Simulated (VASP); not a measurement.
Wanted: the native input for a VASP 6.6.1 run.

```
Task                   : single point
Functional             : PBE
Potentials or basis    : VASP PAW PBE potentials, release 64 (Hf_pv, B)
Cutoff                 : 520 eV
k mesh                 : 10 × 10 × 8
Occupations            : fermi-dirac, width 0.05 eV
Spin                   : no spin polarisation
Dipole correction      : no
Further INCAR settings : ALGO = Normal; EDIFF = 1e-07; NBANDS = 15
```

The structure of HfB2 lies in POSCAR:

```
HfB2
1.0
    3.1400000000      0.0000000000      0.0000000000
   -1.5700000000      2.7193197679      0.0000000000
    0.0000000000      0.0000000000      3.4800000000
Hf B
1 2
Direct
    0.0040700000     -0.0037840000     -0.0029730000
    0.6735240000      0.3435500000      0.4913070000
    0.3173900000      0.6751330000      0.4845490000
```

This cell differs from its parent crystal: atoms moved at random.

One way to write it, as run:

INCAR

```
PREC = Accurate
ENCUT = 520
EDIFF = 1E-7
ISMEAR = -1
SIGMA = 0.05
LREAL = F
LASPH = T
NELM = 100
ALGO = Normal
ISIF = 2
LWAVE = F
LCHARG = F
GGA = PE
NBANDS = 15
```

KPOINTS

```
regular mesh
0
Gamma
  10 10 8
```

Potentials or basis: VASP PAW PBE potentials, release 64 (Hf_pv, B).

Launch:

```bash
$ cat potpaw_PBE.64/Hf_pv/POTCAR potpaw_PBE.64/B/POTCAR > POTCAR
$ mpirun -np 1 vasp_std > vasp.out
```

Results of the run:

```
Pressure               : 1.8 GPa
Largest force          : 1.328 eV/Å
Band gap on the k mesh : zero (band 8 reaches 7.98 eV, above the bottom of band 9 at 7.36 eV)
```

Caveat: the cell differs from its parent crystal (atoms moved at random); spin-orbit coupling is left out, which moves the levels of the heavy elements; forces of over 1 eV/Å act on the atoms, so gaps and moduli don't describe the material at rest.

It used 310 s of CPU time on 1 thread of AMD EPYC 7R13 Processor (Zen 3), on a shared host.
